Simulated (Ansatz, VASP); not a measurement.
# Rh: VASP beside Ansatz

File INCAR:

```
SYSTEM = Rh
  PREC = Accurate
  ENCUT = 520
  EDIFF = 1E-8
  ISMEAR = -1
  SIGMA = 0.08
  LREAL = .False.
  LASPH = .True.
  NELM = 100
  ALGO = Normal
  ISIF = 2
  LWAVE = .False.
  LCHARG = .False.
  GGA = PE
  LEFG = .True.
  NBANDS = 14
```

Contents of KPOINTS:

```
regular mesh
0
Gamma
  16 16 16
  0 0 0
```

POSCAR

```
Rh
1.0
    0.0000000000      1.9015500000      1.9015500000
    1.9015500000      0.0000000000      1.9015500000
    1.9015500000      1.9015500000      0.0000000000
Rh
1
Direct
    0.0000000000      0.0000000000      0.0000000000
```

Input for Ansatz:

```yaml
crystal:
  lattice:
    - [0.0, 1.90155, 1.90155]
    - [1.90155, 0.0, 1.90155]
    - [1.90155, 1.90155, 0.0]
  atoms:
    - { symbol: Rh, position: [0.0, 0.0, 0.0] }
kpoints:
  mp_grid: { grid: [16, 16, 16] }
scf:
  occupations: { method: fermi_dirac, width: 0.08 }
hamiltonian:
  xc: pbe
  pseudopotentials: { kind: all_electron, datasets: crystal, nuclear_model: point }
output:
  forces: true
  stress: true
  eigenvalues: true
  efg: { contact_densities: true }
```

Alike in both runs: task electric field gradients; functional PBE; k mesh 16 × 16 × 16; occupations fermi-dirac, width 0.08 eV; no spin polarisation.

```csv
,VASP,Ansatz
version,VASP 6.6.1,Ansatz 0.2.0
potentials or method,"VASP PAW PBE potentials, release 64 (Rh_pv), cutoff 520 eV","all-electron PAW with datasets made for the crystal, scalar-relativistic"
```

Ansatz gave:

| Item | Value |
| --- | --- |
| pressure (GPa) | 6.0 |

Task: What did VASP give for the same quantities?

Result: Pressure (GPa): 6.1.

Ansatz ran all-electron here, and VASP with PAW potentials.
